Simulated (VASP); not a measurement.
CdBi3O:

```
Cd Bi O
1.0
     5.31006    0.00000    0.00000
     0.00000    5.31006    0.00000
     0.00000    0.00000    5.31006
Cd Bi O
1 3 1
Direct
  0.00000 0.00000 0.00000
  0.00000 0.50000 0.50000
  0.50000 0.00000 0.50000
  0.50000 0.50000 0.00000
  0.50000 0.50000 0.50000
```

The cell was built from a structure type or drawn by symmetry, and may not be a known phase.

- Program: VASP 6.6.1
- Task: relaxation of cell and atoms
- Functional: PBE
- Potentials or basis: VASP PAW PBE potentials, release 64 (Cd, Bi_d, O)
- Cutoff: 600 eV
- k mesh: 4 × 4 × 4
- Occupations: gaussian, width 0.1 eV
- Spin: no spin polarisation

At the start: pressure -7.1 GPa; volume 29.95 Å³/atom.

**Question.** How do energy, volume and symmetry change on relaxing?

**Answer.** Over 3 steps the energy falls by 128.7 meV/atom and the volume is 25.09 Å³/atom (-16.2 %); space group Pm-3m (No. 221, to 0.1 Å) before and after.

Step by step:
| step | energy change (eV) | largest force (eV/Å) | pressure (GPa) | volume (Å³) |
| --- | --- | --- | --- | --- |
| 1 | 0.0000 | 0.0000 | -7.14 | 149.73 |
| 2 | -0.6306 | 0.0000 | 1.51 | 122.64 |
| 3 | -0.6436 | 0.0000 | 0.00 | 125.43 |

Final structure:
```
Cd Bi O
1.0
     5.00578    0.00000    0.00000
     0.00000    5.00578    0.00000
     0.00000    0.00000    5.00578
Cd Bi O
1 3 1
Direct
  0.00000 0.00000 0.00000
  0.00000 0.50000 0.50000
  0.50000 0.00000 0.50000
  0.50000 0.50000 0.00000
  0.50000 0.50000 0.50000
```

Caveat: the volume moved by over 15 % at a fixed basis, so the end points are rough; an odd number of electrons without spin polarisation forces a metal; a magnetic or distorted state may lie lower.
